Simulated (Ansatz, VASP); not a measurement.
## SnSe: VASP beside Ansatz

Contents of INCAR:

```
ALGO = Normal
EDIFF = 1E-6
ENCUT = 520
GGA = PE
ISIF = 2
ISMEAR = -1
LASPH = T
LCHARG = F
LREAL = F
LWAVE = F
NBANDS = 17
NELM = 60
PREC = Accurate
SIGMA = 0.05
```

The input KPOINTS:

```
k-points
0
Gamma
  12 12 12
```

The input POSCAR:

```
SnSe
1.0
    0.0000000000      3.4553904362      3.4553904362
    3.4553904362      0.0000000000      3.4553904362
    3.4553904362      3.4553904362      0.0000000000
Sn Se
1 1
Direct
    0.0000000000      0.0000000000      0.0000000000
    0.2500000000      0.2500000000      0.2500000000
```

Input for Ansatz:

```yaml
crystal:
  lattice:
    - [0.0, 3.4553904362, 3.4553904362]
    - [3.4553904362, 0.0, 3.4553904362]
    - [3.4553904362, 3.4553904362, 0.0]
  atoms:
    - { symbol: Sn, position: [0.0, 0.0, 0.0] }
    - { symbol: Se, position: [0.25, 0.25, 0.25] }
kpoints:
  mp_grid: { grid: [12, 12, 12] }
scf:
  occupations: { method: fermi_dirac, width: 0.05 }
hamiltonian:
  xc: pbe
  pseudopotentials: { kind: all_electron, lapw: { basis_error: 0.001 } }
output:
  forces: true
  stress: true
  eigenvalues: true
```

Change from the starting cell: volume scaled by 1.06.

Alike in both runs: task single point; functional PBE; k mesh 12 × 12 × 12; occupations fermi-dirac, width 0.05 eV; no spin polarisation.

|  | VASP | Ansatz |
| --- | --- | --- |
| version | VASP 6.6.1 | Ansatz 0.2.0 |
| potentials or method | VASP PAW PBE potentials, release 64 (Sn_d, Se), cutoff 520 eV | all-electron LAPW, scalar-relativistic |

|  | VASP | Ansatz | Ansatz less VASP |
| --- | --- | --- | --- |
| pressure (GPa) | -1.6 | -1.6 | 0.00 |

Ansatz ran all-electron here, and VASP with PAW potentials.
